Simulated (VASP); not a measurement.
# H14CO8 in VASP: notebook

The runs below take H14CO8 through single point, with PBE.

All numbers are computed with VASP 6.6.1; they aren't measurements. Logs are shortened: lines on timing, memory, paths and dates and some standing lists are left out, and cuts for length are marked.

### 1 The cell of the first run

The cell holds a disordered packing, 23 atoms: a = 6.240 Å, b = 6.240 Å, c = 6.240 Å, α = 90.00°, β = 90.00°, γ = 90.00°.

### 2 Single point, PBE

Contents of INCAR:

```
SYSTEM = H14CO8
  PREC = Accurate
  ENCUT = 520
  EDIFF = 1E-6
  ISMEAR = -1
  SIGMA = 0.05
  LREAL = Auto
  LASPH = .TRUE.
  NELM = 60
  ALGO = Normal
  ISIF = 2
  LWAVE = .FALSE.
  LCHARG = .TRUE.
  GGA = PE
  LELF = .TRUE.
  LVHAR = .TRUE.
  NBANDS = 50
```

Contents of KPOINTS:

```
Automatic mesh
0
G
  1 1 1
  0 0 0
```

Contents of POSCAR:

```
H14CO8
1.0
    6.2402510000      0.0000000000      0.0000000000
    0.0000000000      6.2402510000      0.0000000000
    0.0000000000      0.0000000000      6.2402510000
O H C
8 14 1
Direct
    0.7083259030      0.2500230109      0.7322591387
    0.4324757817      0.8251332331      0.3153328202
   -0.0131954407      0.5108004506      0.9446650860
    0.7079696209      0.8706072893      0.9484266910
    0.2812686853      0.8178025669     -0.1267689888
    0.5371140598      0.3902670266      0.3247148748
    0.0298715425     -0.0513699699      0.5111874052
    0.1231544482      0.2208736231      0.2855751024
    0.5895061680      0.3006234540      0.8197427951
    0.7303135701      0.1009234508      0.7859340530
    0.5478164344      0.8682740634      0.2178697419
    0.4643953203      0.6701456453      0.3339530355
   -0.0958367041      0.4104621406      0.8523503940
    0.0209203950      0.4268179163      1.0735698635
    0.8072825863      0.7473358144      0.9501883774
    0.5701549540      0.8154064458      0.8922001553
    0.2895660393      0.8535160227      0.0271562143
    0.1843313062      0.6916938967     -0.1265234389
    0.3983607603      0.3149972669      0.3211626799
    0.6045389056      0.3375607670      0.4569531170
    0.1794826538     -0.0504172265      0.5673041491
   -0.1699176566      0.0699529720      0.2931508473
   -0.0037412335      0.0871997399      0.3556612859
```

Potentials or basis: VASP PAW PBE potentials, release 64 (O, H, C).

Launch:

```console
$ cat potpaw_PBE.64/O/POTCAR potpaw_PBE.64/H/POTCAR potpaw_PBE.64/C/POTCAR > POTCAR
$ mpirun -np 1 vasp_gam > vasp.out
```

OUTCAR:

```text
SYSTEM = H14CO8
   PREC = Accurate
   ENCUT = 520
   EDIFF = 1E-6
   ISMEAR = -1
   LREAL = Auto
   LASPH = .TRUE.
   NELM = 60
   ISIF = 2
   GGA = PE

 ion  position               nearest neighbor table
   1  0.708  0.250  0.732-   9 0.97  10 1.00
   2  0.432  0.825  0.315-  11 0.98  12 0.99
   3  0.987  0.511  0.945-  14 0.98  13 0.99
   4  0.708  0.871  0.948-  15 0.99  16 0.99
   5  0.281  0.818  0.873-  17 0.99  18 0.99
   6  0.537  0.390  0.325-  20 0.98  19 0.99
   7  0.030  0.949  0.511-  21 1.00  23 1.32
   8  0.123  0.221  0.286-  23 1.23
   9  0.590  0.301  0.820-   1 0.97
  10  0.730  0.101  0.786-   1 1.00
  11  0.548  0.868  0.218-   2 0.98
  12  0.464  0.670  0.334-   2 0.99
  13  0.904  0.410  0.852-   3 0.99
  14  0.021  0.427  0.074-   3 0.98
  15  0.807  0.747  0.950-   4 0.99
  16  0.570  0.815  0.892-   4 0.99
  17  0.290  0.854  0.027-   5 0.99
  18  0.184  0.692  0.873-   5 0.99
  19  0.398  0.315  0.321-   6 0.99
  20  0.605  0.338  0.457-   6 0.98
  21  0.179  0.950  0.567-   7 1.00
  22  0.830  0.070  0.293-  23 1.11
  23  0.996  0.087  0.356-  22 1.11   8 1.23   7 1.32

  LATTYP: Found a simple cubic cell.
 ALAT       =     6.2402510000

  Lattice vectors:

 A1 = (   6.2402510000,   0.0000000000,   0.0000000000)
 A2 = (   0.0000000000,   6.2402510000,   0.0000000000)
 A3 = (   0.0000000000,   0.0000000000,   6.2402510000)

Analysis of symmetry for initial positions (statically):
=====================================================================
 Subroutine PRICEL returns:
 Original cell was already a primitive cell.

 Routine SETGRP: Setting up the symmetry group for a
 simple cubic supercell.

 Subroutine GETGRP returns: Found  1 space group operations
 (whereof  1 operations were pure point group operations)
 out of a pool of 48 trial point group operations.

The static configuration has the point symmetry C_1 .

Analysis of symmetry for dynamics (positions and initial velocities):
=====================================================================
 Subroutine PRICEL returns:
 Original cell was already a primitive cell.

 Routine SETGRP: Setting up the symmetry group for a
 simple cubic supercell.

 Subroutine GETGRP returns: Found  1 space group operations
 (whereof  1 operations were pure point group operations)
 out of a pool of 48 trial point group operations.

The dynamic configuration has the point symmetry C_1 .

 Subroutine INISYM returns: Found  1 space group operations
 (whereof  1 operations are pure point group operations),
 and found     1 'primitive' translations

----------------------------------------------------------------------------------------

                                     Primitive cell

  volume of cell :     242.9999

  direct lattice vectors                    reciprocal lattice vectors
     6.240251000  0.000000000  0.000000000     0.160249964  0.000000000  0.000000000
     0.000000000  6.240251000  0.000000000     0.000000000  0.160249964  0.000000000
     0.000000000  0.000000000  6.240251000     0.000000000  0.000000000  0.160249964

  length of vectors
     6.240251000  6.240251000  6.240251000     0.160249964  0.160249964  0.160249964

  position of ions in fractional coordinates (direct lattice)
     0.708325903  0.250023011  0.732259139
     0.432475782  0.825133233  0.315332820
     0.986804559  0.510800451  0.944665086
     0.707969621  0.870607289  0.948426691
     0.281268685  0.817802567  0.873231011
     0.537114060  0.390267027  0.324714875
[... 15 lines left out ...]
     0.830082343  0.069952972  0.293150847
     0.996258766  0.087199740  0.355661286

  ion indices of the primitive-cell ions
   primitive index   ion index
                 1           1
                 2           2
                 3           3
                 4           4
                 5           5
                 6           6
[... 15 lines left out ...]
                22          22
                23          23

----------------------------------------------------------------------------------------

 KPOINTS: Automatic mesh

Automatic generation of k-mesh.
 Grid dimensions read from file:
 generate k-points for:    1    1    1

 Generating k-lattice:

  Cartesian coordinates                     Fractional coordinates (reciprocal lattice)
     0.160249964  0.000000000  0.000000000     1.000000000  0.000000000  0.000000000
     0.000000000  0.160249964  0.000000000     0.000000000  1.000000000  0.000000000
     0.000000000  0.000000000  0.160249964     0.000000000  0.000000000  1.000000000

  Length of vectors
     0.160249964  0.160249964  0.160249964

  Shift w.r.t. Gamma in fractional coordinates (k-lattice)
     0.000000000  0.000000000  0.000000000

 Subroutine IBZKPT returns following result:
 ===========================================

 Found      1 irreducible k-points:

 Following reciprocal coordinates:
            Coordinates               Weight
  0.000000  0.000000  0.000000      1.000000
   k-points           NKPTS =      1   k-points in BZ     NKDIM =      1   number of bands    NBANDS=     50
   number of dos      NEDOS =    301   number of ions     NIONS =     23
   total plane-waves  NPLWV = 110592
   dimension x,y,z NGX =    48 NGY =   48 NGZ =   48
   dimension x,y,z NGXF=    96 NGYF=   96 NGZF=   96
   ions per type =               8  14   1
   NGX,Y,Z   is equivalent  to a cutoff of  12.79, 12.79, 12.79 a.u.
   NGXF,Y,Z  is equivalent  to a cutoff of  25.58, 25.58, 25.58 a.u.
 SYSTEM =  H14CO8
   PREC   = accura    normal or accurate (medium, high low for compatibility)
   ISTART =      0    job   : 0-new  1-cont  2-samecut
   ICHARG =      2    charge: 1-file 2-atom 10-const
   ISPIN  =      1    spin polarized calculation?
   LNONCOLLINEAR =      F non collinear calculations
   LSORBIT =      F    spin-orbit coupling
   LASPH  =      T    aspherical Exc in radial PAW
   ENCUT  =  520.0 eV  38.22 Ry    6.18 a.u.  11.60 11.60 11.60*2*pi/ulx,y,z
   NELM   =     60;   NELMIN=  2; NELMDL= -5     # of ELM steps
   EDIFF  = 0.1E-05   stopping-criterion for ELM
   LREAL  =      T    real-space projection
   EDIFFG = 0.1E-04   stopping-criterion for IOM
   NSW    =      0    number of steps for IOM
   IBRION =     -1    ionic relax: 0-MD 1-quasi-New 2-CG
   NFREE  =      0    steps in history (QN), initial steepest desc. (CG)
   ISIF   =      2    stress and relaxation
   ISYM   =      2    0-nonsym 1-usesym 2-fastsym
   POTIM  = 0.5000    time-step for ionic-motion
   TEBEG  =    0.0;   TEEND  =   0.0 temperature during run
   PSTRESS=    0.0 pullay stress
   NELECT =      66.0000    total number of electrons
   NUPDOWN=      -1.0000    fix difference up-down
   EMIN   =  10.00;   EMAX   =-10.00  energy-range for DOS
   EFERMI =   0.00;   METHOD = LEGACY
   ISMEAR =    -1;   SIGMA  =   0.05  broadening in eV -4-tet -1-fermi 0-gaus
   EFERMI_NEDOS =   21; number of points for ismear=-14 and -15
   IALGO  =     38    algorithm
   IMIX   =      4    mixing-type and parameters
     AMIX     =   0.40;   BMIX     =  1.00
     AMIX_MAG =   1.60;   BMIX_MAG =  1.00
  volume/ion in A,a.u.               =      10.57        71.30
  Fermi-wavevector in a.u.,A,eV,Ry     =   1.060199  2.003486 15.293249  1.124022
  Thomas-Fermi vector in A             =   2.195572
   LORBIT       =      0    0 simple, 1 ext, 2 COOP (PROOUT), +10 PAW based schemes
   GGA     = PE    functional components
   LHFCALC =     F    Hartree Fock is set to
   AEXX    =    0.0000 exact exchange contribution
   IVDW    =     0    specifies the selected vdW correction
   LEPSILON=     F    determine dielectric tensor
   LRPA    =     F    only Hartree local field effects (RPA)
 non-spin polarized calculation
  energy-cutoff  :      520.00
  volume of cell :      243.00
 maximum number of plane-waves:      3310
 NGX is ok and might be reduce to    48
   NGX = 23   NGY = 23   NGZ = 23

 number of electron      66.0000007 magnetization

 Free energy of the ion-electron system (eV)
  ---------------------------------------------------
  ext. energy  EPLUGINS =         0.00000000
  ---------------------------------------------------
  free energy    TOTEN  =      -118.06983614 eV

  energy without entropy =     -118.06983614  energy(sigma->0) =     -118.06983614

 E-fermi :  -2.1899     XC(G=0):  -6.8295

 val. band max:       -3.4020483770   @ k =   0.0000   0.0000   0.0000
 cond. band min:       1.6223660532   @ k =   0.0000   0.0000   0.0000
 fundamental gap:      5.0244144302
 Fermi energy:        -2.1899474105

 k-point     1 :       0.0000    0.0000    0.0000
  band No.  band energies     occupation
      1     -24.7971      2.00000
      2     -22.6790      2.00000
      3     -22.5889      2.00000
      4     -22.0486      2.00000
      5     -21.7969      2.00000
      6     -21.5690      2.00000
[... 37 lines left out ...]
     44       7.1532      0.00000
     45       7.4210      0.00000
 [bands above 45 left out]

------------------------ aborting loop because EDIFF is reached ----------------------------------------

  FORCE on cell =-STRESS in cart. coord.  units (eV):
  Direction    XX          YY          ZZ          XY          YZ          ZX
  --------------------------------------------------------------------------------------
  -------------------------------------------------------------------------------------
  Total        1.4871111      0.4317314     -0.2878129      0.6495831      0.4744463     -0.4440838
  in kB        9.8050052      2.8465449     -1.8976438      4.2829117      3.1281779     -2.9279880
  external PRESSURE =       3.5846354 kB  Pullay stress =       0.0000000 kB

 VOLUME and BASIS-vectors are now :
 -----------------------------------------------------------------------------
  energy-cutoff  :      520.00
  volume of cell :      243.00
      direct lattice vectors                 reciprocal lattice vectors
     6.240251000  0.000000000  0.000000000     0.160249964  0.000000000  0.000000000
     0.000000000  6.240251000  0.000000000     0.000000000  0.160249964  0.000000000
     0.000000000  0.000000000  6.240251000     0.000000000  0.000000000  0.160249964

 POSITION                                       TOTAL-FORCE (eV/Angst)
 -----------------------------------------------------------------------------------
      4.42013      1.56021      4.56948         0.025625      0.060400     -0.039593
      2.69876      5.14904      1.96776         0.027470     -0.250954     -0.065488
      6.15791      3.18752      5.89495        -0.059947     -0.001379     -0.020631
      4.41791      5.43281      5.91842        -0.075737      0.069108     -0.026248
      1.75519      5.10329      5.44918         0.071224      0.000143      0.076075
      3.35173      2.43536      2.02630        -0.075144     -0.039734      0.156877
[... 15 lines left out ...]
      5.17992      0.43652      1.82933         0.251419      0.127924      0.031664
      6.21690      0.54415      2.21942        -0.357957      0.018309     -0.066469
 -----------------------------------------------------------------------------------
    total drift:                               -0.002864      0.007488      0.000190

  FREE ENERGIE OF THE ION-ELECTRON SYSTEM (eV)
  ---------------------------------------------------
  free  energy   TOTEN  =      -118.0698361445 eV

  energy  without entropy=     -118.0698361445  energy(sigma->0) =     -118.06983614
```

Run time: 16 s. Hardware: 1 thread of Intel Xeon 6975P-C (Granite Rapids), shared host; peak memory 0.3 GiB.

Results:

* Free energy: -118.0698 eV
* Pressure: 0.4 GPa
* Largest force: 0.365 eV/Å

Forces on the atoms (eV/Å):
```
O    0.026  0.060 -0.040
O    0.027 -0.251 -0.065
O   -0.060 -0.001 -0.021
O   -0.076  0.069 -0.026
O    0.071  0.000  0.076
O   -0.075 -0.040  0.157
O    0.265 -0.126  0.208
O    0.029  0.084 -0.120
H   -0.106  0.065  0.055
H    0.047 -0.158  0.059
H    0.146  0.091 -0.002
H   -0.082  0.107  0.040
H   -0.020  0.009 -0.035
H    0.063 -0.020  0.068
H    0.078 -0.049  0.022
H   -0.022  0.005 -0.067
H   -0.082 -0.063 -0.096
H    0.021 -0.007 -0.015
H    0.030  0.040 -0.030
H    0.037  0.036 -0.006
H   -0.209  0.003 -0.127
H    0.251  0.128  0.032
C   -0.358  0.018 -0.066
```

Stress tensor (GPa, compression positive):
```
 0.98  0.43 -0.29
 0.43  0.28  0.31
-0.29  0.31 -0.19
```

Caveat: the k points lie up to 1.01 Å⁻¹ apart.

[end of part 1 of 2]
